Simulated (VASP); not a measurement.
Se:

```xyz
8
Lattice="5.5878 0.0000 0.0000 0.0000 5.5878 0.0000 0.0000 0.0000 5.5878" Properties=species:S:1:pos:R:3 pbc="T T T"
Se    0.0000    0.0000    0.0000
Se    2.7939    2.7939    2.7939
Se    1.3969    0.0000    2.7939
Se    4.1908    0.0000    2.7939
Se    2.7939    1.3969    0.0000
Se    2.7939    4.1908    0.0000
Se    0.0000    2.7939    1.3969
Se    0.0000    2.7939    4.1908
```

* Program: VASP 6.6.1
* Task: relaxation of cell and atoms
* Functional: BLYP
* Potentials or basis: VASP PAW PBE potentials, release 64 (Se)
* Cutoff: 600 eV
* k mesh: 5 × 5 × 5
* Occupations: fermi-dirac, width 0.1 eV
* Spin: no spin polarisation

At the start: pressure 4.2 GPa; volume 21.81 Å³/atom.

Q: How do energy, volume and symmetry change on relaxing?

A: Over 3 steps the energy falls by 21.3 meV/atom and the volume is 23.53 Å³/atom (+7.9 %); space group Pm-3n (No. 223, to 0.1 Å) before and after.

Step by step:
```
step  energy change (eV)  largest force (eV/Å)  pressure (GPa)  volume (Å³)
   1              0.0000                0.0000            4.24       174.47
   2             -0.1691                0.0000           -0.27       189.44
   3             -0.1701                0.0000            0.01       188.28
```

Final structure:
```
Se
1.0
     5.73146    0.00000    0.00000
     0.00000    5.73146    0.00000
     0.00000    0.00000    5.73146
Se
8
Direct
  0.00000 0.00000 0.00000
  0.50000 0.50000 0.50000
  0.25000 0.00000 0.50000
  0.75000 0.00000 0.50000
  0.50000 0.25000 0.00000
  0.50000 0.75000 0.00000
  0.00000 0.50000 0.25000
  0.00000 0.50000 0.75000
```

Caveat: the PAW data sets were made with another functional, which shifts forces and pressure a little.
